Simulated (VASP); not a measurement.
# Te in VASP: a series of runs

Runs on Te. Level: PBEsol. Tasks: single point.

All numbers are computed with VASP 6.6.1; they aren't measurements. Logs are shortened: lines on timing, memory, paths and dates and some standing lists are left out, and cuts for length are marked.

### 1 The cell of the first run

The structure is trigonal, space group P3_121 (No. 152). Conventional cell: a = 4.454 Å, b = 4.454 Å, c = 5.924 Å, α = 90.00°, β = 90.00°, γ = 120.00°. Within 3.8 Å of Te (site symmetry 2) lie 6 Te at 2.86 to 3.47 Å.

### 2 Single point, PBEsol

Contents of INCAR:

```
SYSTEM = Te
  PREC = Accurate
  ENCUT = 520
  EDIFF = 1E-6
  ISMEAR = -1
  SIGMA = 0.1
  LREAL = .False.
  LASPH = .True.
  NELM = 100
  ALGO = Normal
  ISIF = 2
  LWAVE = .False.
  LCHARG = .True.
  GGA = PS
  LELF = .True.
  LVHAR = .True.
  NBANDS = 16
```

Contents of KPOINTS:

```
Automatic mesh
0
Gamma
  9 9 6
  0 0 0
```

Contents of POSCAR:

```
Te
1.0
    4.4540000000      0.0000000000      0.0000000000
   -2.2270000000      3.8572771485      0.0000000000
    0.0000000000      0.0000000000      5.9240000000
Te
3
Direct
    0.7310000000      0.7310000000      0.0000000000
    0.0000000000      0.2690000000      0.6666666667
    0.2690000000      0.0000000000      0.3333333333
```

Potentials or basis: VASP PAW PBE potentials, release 64 (Te).

The run is started by

```sh
$ cat potpaw_PBE.64/Te/POTCAR > POTCAR
$ mpirun -np 1 vasp_std > vasp.out
```

OUTCAR:

```text
SYSTEM = Te
   PREC = Accurate
   ENCUT = 520
   EDIFF = 1E-6
   ISMEAR = -1
   LREAL = .False.
   LASPH = .True.
   NELM = 100
   ISIF = 2
   GGA = PS

 ion  position               nearest neighbor table
   1  0.731  0.731  0.000-   3 2.86   2 2.86   3 3.47   2 3.47   2 3.47   3 3.47
   2  0.000  0.269  0.667-   1 2.86   3 2.86   1 3.47   1 3.47   3 3.47   3 3.47
   3  0.269  0.000  0.333-   1 2.86   2 2.86   1 3.47   1 3.47   2 3.47   2 3.47

  LATTYP: Found a hexagonal cell.
 ALAT       =     4.4540000000
 C/A-ratio  =     1.3300404131

  Lattice vectors:

 A1 = (   4.4540000000,   0.0000000000,   0.0000000000)
 A2 = (  -2.2270000000,   3.8572771485,   0.0000000000)
 A3 = (   0.0000000000,   0.0000000000,   5.9240000000)

Analysis of symmetry for initial positions (statically):
=====================================================================
 Subroutine PRICEL returns:
 Original cell was already a primitive cell.

 Routine SETGRP: Setting up the symmetry group for a
 hexagonal supercell.

 Subroutine GETGRP returns: Found  6 space group operations
 (whereof  2 operations were pure point group operations)
 out of a pool of 24 trial point group operations.

The static configuration has the point symmetry C_2 .
 The point group associated with its full space group is D_3 .

Analysis of symmetry for dynamics (positions and initial velocities):
=====================================================================
 Subroutine PRICEL returns:
 Original cell was already a primitive cell.

 Routine SETGRP: Setting up the symmetry group for a
 hexagonal supercell.

 Subroutine GETGRP returns: Found  6 space group operations
 (whereof  2 operations were pure point group operations)
 out of a pool of 24 trial point group operations.

The dynamic configuration has the point symmetry C_2 .
 The point group associated with its full space group is D_3 .

 Subroutine INISYM returns: Found  6 space group operations
 (whereof  2 operations are pure point group operations),
 and found     1 'primitive' translations

----------------------------------------------------------------------------------------

                                     Primitive cell

  volume of cell :     101.7762

  direct lattice vectors                    reciprocal lattice vectors
     4.454000000  0.000000000  0.000000000     0.224517288  0.129625117  0.000000000
    -2.227000000  3.857277149  0.000000000     0.000000000  0.259250233  0.000000000
[... 82 lines left out ...]
   LNONCOLLINEAR =      F non collinear calculations
   LSORBIT =      F    spin-orbit coupling
   LASPH  =      T    aspherical Exc in radial PAW
   ENCUT  =  520.0 eV  38.22 Ry    6.18 a.u.   8.28  8.28 11.01*2*pi/ulx,y,z
   NELM   =    100;   NELMIN=  2; NELMDL= -5     # of ELM steps
   EDIFF  = 0.1E-05   stopping-criterion for ELM
   LREAL  =      F    real-space projection
   EDIFFG = 0.1E-04   stopping-criterion for IOM
   NSW    =      0    number of steps for IOM
   IBRION =     -1    ionic relax: 0-MD 1-quasi-New 2-CG
   NFREE  =      0    steps in history (QN), initial steepest desc. (CG)
   ISIF   =      2    stress and relaxation
   ISYM   =      2    0-nonsym 1-usesym 2-fastsym
   POTIM  = 0.5000    time-step for ionic-motion
   TEBEG  =    0.0;   TEEND  =   0.0 temperature during run
   PSTRESS=    0.0 pullay stress
   NELECT =      18.0000    total number of electrons
   NUPDOWN=      -1.0000    fix difference up-down
   EMIN   =  10.00;   EMAX   =-10.00  energy-range for DOS
   EFERMI =   0.00;   METHOD = LEGACY
   ISMEAR =    -1;   SIGMA  =   0.10  broadening in eV -4-tet -1-fermi 0-gaus
   EFERMI_NEDOS =   21; number of points for ismear=-14 and -15
   IALGO  =     38    algorithm
   IMIX   =      4    mixing-type and parameters
     AMIX     =   0.40;   BMIX     =  1.00
     AMIX_MAG =   1.60;   BMIX_MAG =  1.00
  volume/ion in A,a.u.               =      33.93       228.94
  Fermi-wavevector in a.u.,A,eV,Ry     =   0.918933  1.736531 11.489263  0.844437
  Thomas-Fermi vector in A             =   2.044070
   LORBIT       =      0    0 simple, 1 ext, 2 COOP (PROOUT), +10 PAW based schemes
   GGA     = PS    functional components
   LHFCALC =     F    Hartree Fock is set to
   AEXX    =    0.0000 exact exchange contribution
   IVDW    =     0    specifies the selected vdW correction
   LEPSILON=     F    determine dielectric tensor
   LRPA    =     F    only Hartree local field effects (RPA)
 non-spin polarized calculation
  energy-cutoff  :      520.00
  volume of cell :      101.78
 maximum number of plane-waves:      2766
 NGX is ok and might be reduce to    36
   NGX = 17   NGY = 17   NGZ = 23

 number of electron      17.9999999 magnetization

 Free energy of the ion-electron system (eV)
  ---------------------------------------------------
  ext. energy  EPLUGINS =         0.00000000
  ---------------------------------------------------
  free energy    TOTEN  =       -10.54876893 eV

  energy without entropy =      -10.54178230  energy(sigma->0) =      -10.54527561

 E-fermi :   5.9578     XC(G=0):  -9.2290

 val. band max:        5.8253150266   @ k =   0.3333   0.3333   0.5000
 cond. band min:       5.9578331035   @ k =   0.3333   0.3333   0.5000
 fundamental gap:      0.1325180769
 Fermi energy:         5.9577910534

 k-point     1 :       0.0000    0.0000    0.0000
  band No.  band energies     occupation
      1      -7.8186      2.00000
      2      -4.5123      2.00000
      3      -4.5123      2.00000
      4       2.7557      2.00000
      5       3.0657      2.00000
      6       3.0657      2.00000
[... 433 lines left out ...]
      3      -3.9178      2.00000
      4       0.9834      2.00000
      5       1.5423      2.00000
      6       2.4948      2.00000
[... 8 lines left out ...]
     15      12.8354      0.00000
     16      13.4455      0.00000

 [... further k-points ...]
[... 5 lines left out ...]
  --------------------------------------------------------------------------------------
  -------------------------------------------------------------------------------------
  Total       -0.6235682     -0.6235682     -0.4156508     -0.0000000      0.0000000      0.0000000
  in kB       -9.8163144     -9.8163144     -6.5432443     -0.0000000      0.0000000      0.0000000
  external PRESSURE =      -8.7252910 kB  Pullay stress =       0.0000000 kB

 VOLUME and BASIS-vectors are now :
 -----------------------------------------------------------------------------
  energy-cutoff  :      520.00
  volume of cell :      101.78
      direct lattice vectors                 reciprocal lattice vectors
     4.454000000  0.000000000  0.000000000     0.224517288  0.129625117  0.000000000
    -2.227000000  3.857277149  0.000000000     0.000000000  0.259250233  0.000000000
     0.000000000  0.000000000  5.924000000     0.000000000  0.000000000  0.168804862

 POSITION                                       TOTAL-FORCE (eV/Angst)
 -----------------------------------------------------------------------------------
      1.62794      2.81967      0.00000        -0.066551     -0.115270     -0.000000
     -0.59906      1.03761      3.94933        -0.066551      0.115270     -0.000000
      1.19813      0.00000      1.97467         0.133102     -0.000000      0.000000
 -----------------------------------------------------------------------------------
    total drift:                               -0.000000     -0.000000      0.000000

  FREE ENERGIE OF THE ION-ELECTRON SYSTEM (eV)
  ---------------------------------------------------
  free  energy   TOTEN  =       -10.5487689272 eV

  energy  without entropy=      -10.5417822989  energy(sigma->0) =      -10.54527561
```

OSZICAR:

```text
N       E                     dE             d eps       ncg     rms          rms(c)
DAV:   1     0.702302967722E+02    0.70230E+02   -0.64735E+03  1984   0.899E+02
DAV:   2    -0.604498227047E+01   -0.76275E+02   -0.72400E+02  2640   0.133E+02
DAV:   3    -0.105042904831E+02   -0.44593E+01   -0.44397E+01  2376   0.364E+01
DAV:   4    -0.105825393889E+02   -0.78249E-01   -0.78238E-01  3064   0.556E+00
DAV:   5    -0.105837115933E+02   -0.11722E-02   -0.11722E-02  2504   0.586E-01    0.126E+01
DAV:   6    -0.105581165202E+02    0.25595E-01   -0.16314E-02  2632   0.731E-01    0.798E+00
DAV:   7    -0.105494543322E+02    0.86622E-02   -0.35927E-02  2312   0.106E+00    0.292E-01
DAV:   8    -0.105487474894E+02    0.70684E-03   -0.64056E-03  2256   0.437E-01    0.131E-01
DAV:   9    -0.105487660642E+02   -0.18575E-04   -0.17745E-04  2960   0.854E-02    0.942E-02
DAV:  10    -0.105487726085E+02   -0.65442E-05   -0.22874E-05  2576   0.297E-02    0.124E-02
DAV:  11    -0.105487688746E+02    0.37339E-05   -0.90645E-06  2440   0.179E-02    0.432E-03
DAV:  12    -0.105487689272E+02   -0.52649E-07   -0.84582E-07  1616   0.548E-03
   1 F= -.10548769E+02 E0= -.10545276E+02  d E =-.698663E-02
```

Run time: 1.8 min. Hardware: 1 thread of Intel Xeon Platinum 8375C at 2.90GHz (Ice Lake), shared host; peak memory 0.27 GiB.

Results:

* Free energy: -10.5488 eV
* Pressure: -0.9 GPa
* Largest force: 0.133 eV/Å
* Band gap on the k mesh: 0.13 eV

Forces on the atoms (eV/Å):
```
Te  -0.067 -0.115  0.000
Te  -0.067  0.115  0.000
Te   0.133  0.000  0.000
```

Stress tensor (GPa, compression positive):
```
-0.98  0.00  0.00
 0.00 -0.98  0.00
 0.00  0.00 -0.65
```

Levels at points of the mesh, in eV from the valence-band top:
| k point | band 5 | band 6 | band 7 | band 8 | band 9 | band 10 | band 11 | band 12 | band 13 | band 14 |
| --- | --- | --- | --- | --- | --- | --- | --- | --- | --- | --- |
| (0.00, 0.00, 0.00) | -2.76 | -2.76 | -1.69 | -1.69 | -0.85 | 0.99 | 0.99 | 1.58 | 4.88 | 4.88 |
| (0.00, 0.00, 0.50) | -2.67 | -2.67 | -1.33 | -1.04 | -1.04 | 0.44 | 0.44 | 0.45 | 3.93 | 5.17 |

Caveat: the PAW data sets were made with another functional, which shifts forces and pressure a little; spin-orbit coupling is left out, which moves the levels of the heavy elements.

### 3 Single point, PBEsol

Contents of INCAR:

```
ALGO = Normal
EDIFF = 1E-7
ENCUT = 520
GGA = PS
ISIF = 2
ISMEAR = -1
LASPH = T
LCHARG = F
LREAL = F
LWAVE = F
NBANDS = 16
NELM = 100
PREC = Accurate
SIGMA = 0.1
```

Contents of KPOINTS:

```
k-points
0
Gamma
  9 9 6
```

POSCAR: that of step 2 with these lines changed.

```diff
@@ -8,3 +8,3 @@
 Direct
-    0.7310000000      0.7310000000      0.0000000000
+    0.7310000000      0.7310000000      0.0016880486
     0.0000000000      0.2690000000      0.6666666667
```

Potentials or basis: VASP PAW PBE potentials, release 64 (Te).

The run is started by

```sh
$ cat potpaw_PBE.64/Te/POTCAR > POTCAR
$ mpirun -np 1 vasp_std > vasp.out
```

Wall time 7.2 min (1 thread of Intel Xeon Platinum 8375C at 2.90GHz (Ice Lake), shared host); peak memory 0.45 GiB.

It converged, with:

| Quantity | Value |
| --- | --- |
| Free energy | -10.5485 eV |
| Pressure | -0.9 GPa |
| Largest force | 0.144 eV/Å |
| Band gap on the k mesh | 0.13 eV |

Forces in eV/Å, atoms in the order of the input:
```
Te  -0.074 -0.112 -0.052
Te  -0.067  0.107  0.026
Te   0.140  0.004  0.026
```

Stress tensor (GPa, compression positive):
```
-0.94  0.02  0.05
 0.02 -1.02  0.09
 0.05  0.09 -0.65
```

Levels at points of the mesh, in eV from the valence-band top:
| k point | band 7 | band 8 | band 9 | band 10 | band 11 | band 12 |
| --- | --- | --- | --- | --- | --- | --- |
| (0.00, 0.00, 0.00) | -1.70 | -1.70 | -0.85 | 0.97 | 1.00 | 1.58 |
| (0.00, 0.00, 0.50) | -1.33 | -1.05 | -1.03 | 0.42 | 0.43 | 0.46 |

Caveat: the PAW data sets were made with another functional, which shifts forces and pressure a little; spin-orbit coupling is left out, which moves the levels of the heavy elements.

### 4 Single point, PBEsol

Contents of INCAR:

```
SYSTEM = Te
  PREC = Accurate
  ENCUT = 520
  EDIFF = 1E-6
  ISMEAR = -1
  SIGMA = 0.1
  LREAL = .FALSE.
  LASPH = .TRUE.
  NELM = 100
  ALGO = Normal
  ISIF = 2
  LWAVE = .FALSE.
  LCHARG = .TRUE.
  GGA = PS
  LELF = .TRUE.
  LVHAR = .TRUE.
  NBANDS = 16
```

Contents of KPOINTS:

```
Automatic mesh
0
G
  9 9 6
  0 0 0
```

POSCAR: that of step 3 with these lines changed.

```diff
@@ -8,3 +8,3 @@
 Direct
-    0.7310000000      0.7310000000      0.0016880486
+    0.7310000000      0.7310000000     -0.0016880486
     0.0000000000      0.2690000000      0.6666666667
```

The run is started by

```sh
$ cat potpaw_PBE.64/Te/POTCAR > POTCAR
$ mpirun -np 1 vasp_std > vasp.out
```

Run time: 6.9 min. Hardware: 1 thread of Intel Xeon Platinum 8375C at 2.90GHz (Ice Lake), shared host; peak memory 0.46 GiB.

Results (log left out):

* Free energy: -10.5485 eV
* Pressure: -0.9 GPa
* Largest force: 0.144 eV/Å
* Band gap on the k mesh: 0.13 eV

Forces in eV/Å, atoms in the order of the input:
```
Te  -0.060 -0.120  0.052
Te  -0.067  0.124 -0.026
Te   0.126 -0.004 -0.026
```

Stress tensor (GPa, compression positive):
```
-1.02 -0.02 -0.05
-0.02 -0.94 -0.09
-0.05 -0.09 -0.65
```

Levels at points of the mesh, in eV from the valence-band top:
| k point | band 5 | band 6 | band 7 | band 8 | band 9 | band 10 | band 11 | band 12 | band 13 | band 14 |
| --- | --- | --- | --- | --- | --- | --- | --- | --- | --- | --- |
| (0.00, 0.00, 0.00) | -2.77 | -2.77 | -1.70 | -1.70 | -0.85 | 0.97 | 1.00 | 1.58 | 4.86 | 4.88 |
| (0.00, 0.00, 0.50) | -2.69 | -2.66 | -1.33 | -1.05 | -1.03 | 0.42 | 0.43 | 0.46 | 3.93 | 5.16 |

Caveat: the PAW data sets were made with another functional, which shifts forces and pressure a little; spin-orbit coupling is left out, which moves the levels of the heavy elements. A k mesh can miss the band edges.

### 5 Summary

```csv
cell,gap on the mesh (eV),pressure (GPa),largest force (eV/Å)
"as given, atomic positions A",0.13,-0.9,0.13
"as given, atomic positions B",0.13,-0.9,0.14
"as given, atomic positions C",0.13,-0.9,0.14
```

Alike in all rows: task single point; level PBEsol; potentials or basis VASP PAW PBE potentials, release 64 (Te); no spin polarisation; k mesh 9 × 9 × 6; cutoff (eV) 520; smearing fermi-dirac 0.1 eV.

Caveats: the PAW data sets were made with another functional, which shifts forces and pressure a little; spin-orbit coupling is left out, which moves the levels of the heavy elements.

Total energies depend on the potentials used, so only differences within one code and one set of settings carry meaning.
